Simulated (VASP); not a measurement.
# TiO2 (C2/m) in VASP: settings compared, part 3 of 3

VASP 6.6.1.

## Step 5: Single point, BLYP+D4

This run uses another cell than the first one, of 12.47 Å³/atom.

Input file INCAR:

```
PREC = Accurate ; ENCUT = 520
EDIFF = 1E-6 ; ISMEAR = -1
SIGMA = 0.05 ; LREAL = False
LASPH = True ; NELM = 100
ALGO = Normal ; ISIF = 2
LWAVE = False ; LCHARG = False
GGA = B5 ; ALDAX = 1.0
AGGAX = 1.0 ; AGGAC = 1.0
ALDAC = 0.0 ; IVDW = 13
VDW_S6 = 1.0 ; VDW_S8 = 2.34076671
VDW_A1 = 0.44488865 ; VDW_A2 = 4.0933009
NBANDS = 60
```

Input file KPOINTS:

```
Automatic mesh
0
Gamma
  8 8 4
```

Input file POSCAR:

```
TiO2
1.0
    6.1943305476     -1.8959421648      0.0000000000
    6.1943305476      1.8959421648      0.0000000000
   -1.9410968515      0.0000000000      6.3708817807
Ti O
4 8
Direct
    0.9000710000      0.9000710000      0.2896020000
    0.1952860000      0.1952860000      0.2837620000
    0.0999290000      0.0999290000      0.7103980000
    0.8047140000      0.8047140000      0.7162380000
    0.3619310000      0.3619310000      0.2933970000
    0.2634885000      0.2634885000      0.6525000000
    0.8671885000      0.8671885000      0.9952910000
    0.7365115000      0.7365115000      0.3475000000
    0.9416475000      0.9416475000      0.6300210000
    0.1328115000      0.1328115000      0.0047090000
    0.6380690000      0.6380690000      0.7066030000
    0.0583525000      0.0583525000      0.3699790000
```

The run is started by

```console
$ cat potpaw_PBE.64/Ti_sv/POTCAR potpaw_PBE.64/O/POTCAR > POTCAR
$ mpirun -np 1 vasp_std > vasp.out
```

Wall time 17 min (1 thread of Intel Xeon Platinum 8488C (Sapphire Rapids), shared host); peak memory 0.66 GiB.

The run converged. Its results:

```yaml
Free_energy: -107.4949 eV
Pressure: -5.0 GPa
Largest_force: 0.301 eV/Å
Band_gap_on_the_k_mesh: 2.64 eV (least direct gap 2.81 eV)
Dispersion_energy_per_atom: -0.320 eV
```

Forces on the atoms (eV/Å):
```
Ti   0.151  0.000 -0.151
Ti  -0.158  0.000 -0.256
Ti  -0.151  0.000  0.151
Ti   0.158  0.000  0.256
O   -0.046  0.000 -0.009
O    0.003  0.000  0.085
O   -0.110  0.000 -0.041
O   -0.003  0.000 -0.085
O    0.012  0.000  0.027
O    0.110  0.000  0.041
O    0.046  0.000  0.009
O   -0.012  0.000 -0.027
```

Stress tensor (GPa, compression positive):
```
-4.89  0.00 -0.12
 0.00 -5.48  0.00
-0.12  0.00 -4.73
```

Levels at points of the mesh, in eV from the valence-band top:
```csv
k point,band 45,band 46,band 47,band 48,band 49,band 50,band 51,band 52
"(0.00, 0.00, 0.00)",-0.73,-0.73,-0.35,-0.17,2.64,2.96,3.18,3.19
"(0.50, 0.00, 0.00)",-0.83,-0.46,-0.20,-0.12,2.99,3.04,3.44,3.49
"(0.50, 0.50, 0.00)",-0.85,-0.62,-0.38,-0.11,2.77,2.81,3.29,3.36
"(0.00, 0.00, 0.50)",-0.67,-0.67,-0.56,-0.42,2.75,2.99,3.15,3.24
"(0.50, 0.00, 0.50)",-0.66,-0.51,-0.09,-0.01,3.03,3.08,3.30,3.50
"(0.50, 0.50, 0.50)",-0.81,-0.42,-0.20,-0.20,2.89,2.98,3.12,3.27
```

Caveat: the cell stands under tension; the PAW data sets were made with another functional, which shifts forces and pressure a little.

## Step 6: Single point, revPBE+D4

This run uses another cell than the first one, of 12.47 Å³/atom.

Input file INCAR:

```
ALGO = Normal
EDIFF = 1E-6
ENCUT = 520
GGA = RE
ISIF = 2
ISMEAR = -1
IVDW = 13
LASPH = True
LCHARG = False
LREAL = False
LWAVE = False
NBANDS = 60
NELM = 100
PREC = Accurate
SIGMA = 0.05
```

Input file KPOINTS:

```
k-points
0
Gamma
  8 8 4
```

POSCAR is that of step 5.

Potentials or basis: VASP PAW PBE potentials, release 64 (Ti_sv, O).

The run is started by

```console
$ cat potpaw_PBE.64/Ti_sv/POTCAR potpaw_PBE.64/O/POTCAR > POTCAR
$ mpirun -np 1 vasp_std > vasp.out
```

OUTCAR:

```text
EDIFF = 1E-6
   ENCUT = 520
   GGA = RE
   ISIF = 2
   ISMEAR = -1
   IVDW = 13
   LASPH = True
   LREAL = False
   NELM = 100
   PREC = Accurate

 ion  position               nearest neighbor table
   1  0.900  0.900  0.290-  12 1.88   7 1.88   5 1.96   5 1.96   8 2.17   9 2.17
   2  0.195  0.195  0.284-  10 1.79  12 1.94   8 1.98   8 1.98   5 2.05   6 2.35
   3  0.100  0.100  0.710-   9 1.88  10 1.88  11 1.96  11 1.96   6 2.17  12 2.17
   4  0.805  0.805  0.716-   7 1.79   9 1.94   6 1.98   6 1.98  11 2.05   8 2.35
   5  0.362  0.362  0.293-   1 1.96   1 1.96   2 2.05
   6  0.263  0.263  0.653-   4 1.98   4 1.98   3 2.17   2 2.35
   7  0.867  0.867  0.995-   4 1.79   1 1.88
   8  0.737  0.737  0.347-   2 1.98   2 1.98   1 2.17   4 2.35
   9  0.942  0.942  0.630-   3 1.88   4 1.94   1 2.17
  10  0.133  0.133  0.005-   2 1.79   3 1.88
  11  0.638  0.638  0.707-   3 1.96   3 1.96   4 2.05
  12  0.058  0.058  0.370-   1 1.88   2 1.94   3 2.17

  LATTYP: Found a base centered monoclinic cell.
 ALAT       =    12.3886610952
 B/A-ratio  =     0.3060770087
 C/A-ratio  =     0.5375907333
[... 1718 lines left out ...]
     60       6.9574      0.00000

 [... further k-points ...]

------------------------ aborting loop because EDIFF is reached ----------------------------------------

  DFT-D4 for vdW energy calculation

  Edisp (eV):   -4.12330

  FORCE on cell =-STRESS in cart. coord.  units (eV):
  Direction    XX          YY          ZZ          XY          YZ          ZX
  --------------------------------------------------------------------------------------
  -------------------------------------------------------------------------------------
  Total      -6.88846    -7.09742    -7.00696     0.00000     0.00000    -0.14110
  in kB     -73.75366   -75.99094   -75.02240     0.00000     0.00000    -1.51076
  external pressure =      -74.92 kB  Pullay stress =        0.00 kB

 VOLUME and BASIS-vectors are now :
 -----------------------------------------------------------------------------
  energy-cutoff  :      520.00
  volume of cell :      149.64
      direct lattice vectors                 reciprocal lattice vectors
     6.194330548 -1.895942165  0.000000000     0.080718973 -0.263721125  0.024593667
     6.194330548  1.895942165  0.000000000     0.080718973  0.263721125  0.024593667
    -1.941096851  0.000000000  6.370881781     0.000000000  0.000000000  0.156964143

 POSITION                                       TOTAL-FORCE (eV/Angst)
 -----------------------------------------------------------------------------------
     10.58853      0.00000      1.84502         0.132823      0.000000     -0.152287
      1.86852      0.00000      1.80781        -0.101677      0.000000     -0.341954
     -0.14096      0.00000      4.52586        -0.132823      0.000000      0.152287
      8.57904      0.00000      4.56307         0.101677      0.000000      0.341954
      3.91433      0.00000      1.86920        -0.103503      0.000000      0.025012
      1.99770      0.00000      4.15700        -0.017630      0.000000      0.071919
      8.81135      0.00000      6.34088        -0.173014      0.000000     -0.130459
      8.44986      0.00000      2.21388         0.017630      0.000000     -0.071919
     10.44282      0.00000      4.01379         0.057670      0.000000      0.018823
      1.63622      0.00000      0.03000         0.173014      0.000000      0.130459
      6.53324      0.00000      4.50168         0.103503      0.000000     -0.025012
      0.00474      0.00000      2.35709        -0.057670      0.000000     -0.018823
 -----------------------------------------------------------------------------------
    total drift:                               -0.000000     -0.000000      0.000000

  FREE ENERGIE OF THE ION-ELECTRON SYSTEM (eV)
  ---------------------------------------------------
  free  energy   TOTEN  =      -107.8407309490 eV

  energy  without entropy=     -107.8407309490  energy(sigma->0) =     -107.84073095
```

Run time: 14 min. Hardware: 1 thread of Intel Xeon Platinum 8488C (Sapphire Rapids), shared host; peak memory 0.66 GiB.

Results:

```yaml
Free_energy: -107.8407 eV
Pressure: -7.5 GPa
Largest_force: 0.357 eV/Å
Band_gap_on_the_k_mesh: 2.68 eV (least direct gap 2.84 eV)
Dispersion_energy_per_atom: -0.344 eV
```

Forces on the atoms (eV/Å):
```
Ti   0.133  0.000 -0.152
Ti  -0.102  0.000 -0.342
Ti  -0.133  0.000  0.152
Ti   0.102  0.000  0.342
O   -0.104  0.000  0.025
O   -0.018  0.000  0.072
O   -0.173  0.000 -0.130
O    0.018  0.000 -0.072
O    0.058  0.000  0.019
O    0.173  0.000  0.130
O    0.104  0.000 -0.025
O   -0.058  0.000 -0.019
```

Stress tensor (GPa, compression positive):
```
-7.38  0.00 -0.15
 0.00 -7.60  0.00
-0.15  0.00 -7.50
```

Levels at points of the mesh, in eV from the valence-band top:
```
           k point  band 44  band 45  band 46  band 47  band 48  band 49  band 50  band 51  band 52  band 53
(0.00, 0.00, 0.00)    -0.86    -0.73    -0.73    -0.35    -0.16     2.68     3.01     3.22     3.24     3.28
(0.50, 0.00, 0.00)    -0.99    -0.84    -0.47    -0.20    -0.12     3.04     3.09     3.49     3.54     3.80
(0.50, 0.50, 0.00)    -0.88    -0.85    -0.62    -0.38    -0.11     2.81     2.86     3.35     3.41     3.41
(0.00, 0.00, 0.50)    -0.74    -0.67    -0.67    -0.57    -0.42     2.79     3.04     3.20     3.29     3.31
(0.50, 0.00, 0.50)    -0.77    -0.66    -0.51    -0.09    -0.01     3.08     3.13     3.35     3.55     3.70
(0.50, 0.50, 0.50)    -1.05    -0.82    -0.42    -0.20    -0.20     2.93     3.02     3.17     3.32     3.32
```

Caveat: the cell stands under tension; the PAW data sets were made with another functional, which shifts forces and pressure a little. A k mesh can miss the band edges.

## Step 7: The runs side by side

```tsv
task	level	potentials or basis	U	cell	k mesh	cutoff (eV)	gap on the mesh (eV)	pressure (GPa)	largest force (eV/Å)
single point	LDA	VASP PAW LDA potentials, release 64 (Ti_sv, O)	-	a = 6.308, b = 6.308, c = 6.471 Å, angles 106.2, 106.2, 34.1°, 12 atoms, atomic positions A	8 × 8 × 4	600	2.82	1.0	0.14
relaxation of cell and atoms	LDA+U	VASP PAW LDA potentials, release 64 (Ti_sv, O)	Ti d U = 4.0 eV	relaxed from a = 6.435, b = 6.435, c = 6.616 Å, angles 106.2, 106.2, 34.0°, 12 atoms, atomic positions B	6 × 6 × 3	600	3.23	0.0	0.01
single point	RPBE	VASP PAW PBE potentials, release 64 (Ti_sv, O)	-	a = 6.435, b = 6.435, c = 6.616 Å, angles 106.2, 106.2, 34.0°, 12 atoms, atomic positions B	8 × 8 × 4	520	2.76	3.5	0.16
single point	BLYP+D4	VASP PAW PBE potentials, release 64 (Ti_sv, O)	-	a = 6.478, b = 6.478, c = 6.660 Å, angles 106.2, 106.2, 34.0°, 12 atoms, atomic positions B	8 × 8 × 4	520	2.64	-5.0	0.30
single point	revPBE+D4	VASP PAW PBE potentials, release 64 (Ti_sv, O)	-	a = 6.478, b = 6.478, c = 6.660 Å, angles 106.2, 106.2, 34.0°, 12 atoms, atomic positions B	8 × 8 × 4	520	2.68	-7.5	0.36
```

Alike in all rows: no spin polarisation; smearing fermi-dirac 0.05 eV.

Caveats: the PAW data sets were made with another functional, which shifts forces and pressure a little (at least some runs); the cell stands under tension (at least some runs); the cell stands under pressure (at least some runs).

Absolute energies hang on the potentials; compare differences alone.
